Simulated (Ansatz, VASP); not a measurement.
**MgS in VASP and in Ansatz**

POSCAR

```
MgS
1.0
   -0.0497710720      2.8235689209      2.8235689209
    2.8235689209     -0.0497710720      2.8235689209
    2.8235689209      2.8235689209     -0.0497710720
Mg S
1 1
Direct
   -0.0016387840     -0.0016387840     -0.0016387840
    0.2516387840      0.2516387840      0.2516387840
```

The input INCAR.step1:

```
SYSTEM = MgS
PREC = Accurate
ENCUT = 520
EDIFF = 1E-5
ISMEAR = 0
SIGMA = 0.01
LREAL = .False.
LASPH = .True.
NELM = 80
ALGO = Normal
ISIF = 2
LWAVE = .True.
LCHARG = .False.
GGA = PE
NBANDS = 11
```

Contents of INCAR.step2:

```
SYSTEM = MgS
PREC = Accurate
ENCUT = 520
EDIFF = 1E-6
ISMEAR = 0
SIGMA = 0.01
LREAL = .False.
LASPH = .True.
NELM = 80
ALGO = Normal
ISIF = 2
LWAVE = .False.
LCHARG = .False.
GGA = PE
LHFCALC = .True.
HFSCREEN = 0.2079
PRECFOCK = Normal
ISTART = 1
NBANDS = 11
```

The input KPOINTS:

```
regular mesh
0
Gamma
  6 6 6
  0 0 0
```

Input for Ansatz:

```yaml
crystal:
  lattice:
    - [-0.049771072, 2.8235689209, 2.8235689209]
    - [2.8235689209, -0.049771072, 2.8235689209]
    - [2.8235689209, 2.8235689209, -0.049771072]
  atoms:
    - { symbol: Mg, position: [-0.001638784, -0.001638784, -0.001638784] }
    - { symbol: S, position: [0.251638784, 0.251638784, 0.251638784] }
kpoints:
  mp_grid: { grid: [6, 6, 6] }
  band_path:
    path:
      - [0.0, 0.0, 0.0]
      - [-0.5, -0.5, 0.0]
      - [-0.375, -0.375, 0.25]
      - [-0.375, 0.0, 0.375]
      - [0.0, 0.0, 0.5]
      - [-0.5, -0.25, 0.25]
    npoints: 1
hamiltonian:
  xc: hse06
scf:
  occupations: { method: fixed }
  n_extra_bands: 4
output:
  forces: true
  stress: true
  eigenvalues: true
  write_density: true
  write_potential: true
  elf: true
  volumetric_format: npy
```

Change from the starting cell: epitaxial_111 strain +1.5%.

Alike in both runs: task single point; functional HSE06; k mesh 6 × 6 × 6; no spin polarisation.

|  | VASP | Ansatz |
| --- | --- | --- |
| version | VASP 6.6.1 | Ansatz 0.2.0 |
| potentials or method | VASP PAW PBE potentials, release 64 (Mg, S) | plane waves, PAW |
| plane-wave cutoff (eV) | 520 | 420 |
| occupations | gaussian, width 0.01 eV | fixed |
| valence electrons in the cell | 8 | 16 |

|  | VASP | Ansatz | Ansatz less VASP |
| --- | --- | --- | --- |
| gap on the k mesh at the Fermi level (eV) | 4.30 | 4.32 | +0.017 |
| pressure (GPa) | -1.2 | -1.0 | +0.17 |
| traceless stress, the component that is largest in VASP (GPa) | 0.54 | 0.54 | -0.002 |

VASP's potentials hold 8 valence electrons a cell and Ansatz's 16, so a difference there can come from the potentials and not from the codes. Ansatz's warnings: stress exchange threshold loose, stress scf threshold loose.
